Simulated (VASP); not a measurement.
Write the native input for VASP 6.6.1 that does the following.

* Task: single point
* Functional: r2SCAN
* Potentials or basis: VASP PAW PBE potentials, release 64 (Hf_pv, N)
* Cutoff: 520 eV
* k mesh: 16 × 16 × 16
* Occupations: gaussian, width 0.15 eV
* Spin: no spin polarisation
* Dipole correction: no
* Further INCAR settings: ALGO = Normal; EDIFF = 1e-07; NBANDS = 14

Crystal: HfN.

```
Hf N
1.0
     0.00000    2.33208    2.39345
     2.33208    0.00000    2.39345
     2.33208    2.33208    0.00000
Hf N
1 1
Direct
  0.00000 0.00000 0.00000
  0.75000 0.75000 0.75000
```

This cell differs from its parent crystal: strain -0.050 along x and y, -0.025 along z.

These files were run (other wordings do the same):

POSCAR

```
HfN
1.0
    0.0000000000      2.3320809000      2.3934514500
    2.3320809000      0.0000000000      2.3934514500
    2.3320809000      2.3320809000      0.0000000000
Hf N
1 1
Direct
    0.0000000000      0.0000000000      0.0000000000
    0.7500000000      0.7500000000      0.7500000000
```

INCAR.step1

```
ALGO = Normal
EDIFF = 1E-4
ENCUT = 520
GGA = PE
ISMEAR = 0
LASPH = True
LCHARG = False
LREAL = False
LWAVE = True
NBANDS = 14
NELM = 60
PREC = Accurate
SIGMA = 0.15
```

INCAR.step2

```
ALGO = Normal
EDIFF = 1E-7
ENCUT = 520
ISIF = 2
ISMEAR = 0
ISTART = 1
LASPH = True
LCHARG = False
LMIXTAU = True
LREAL = False
LWAVE = False
METAGGA = R2SCAN
NBANDS = 14
NELM = 60
PREC = Accurate
SIGMA = 0.15
```

KPOINTS

```
k-points
0
Gamma
  16 16 16
```

Potentials or basis: VASP PAW PBE potentials, release 64 (Hf_pv, N).

Launch:

```bash
$ cat potpaw_PBE.64/Hf_pv/POTCAR potpaw_PBE.64/N/POTCAR > POTCAR
$ cp INCAR.step1 INCAR
$ mpirun -np 1 vasp_std > vasp.out
$ cp INCAR.step2 INCAR
$ mpirun -np 1 vasp_std > vasp.out
```

It gave:

```
Pressure : 29.0 GPa
```

Caveat: the cell differs from its parent crystal (strain -0.050 along x and y, -0.025 along z); the PAW data sets were made with another functional, which shifts forces and pressure a little.

Run time: 6.4 min on 1 thread of AMD EPYC 9R45 96-Core Processor (Zen 5) (shared host), peak memory 0.24 GiB.
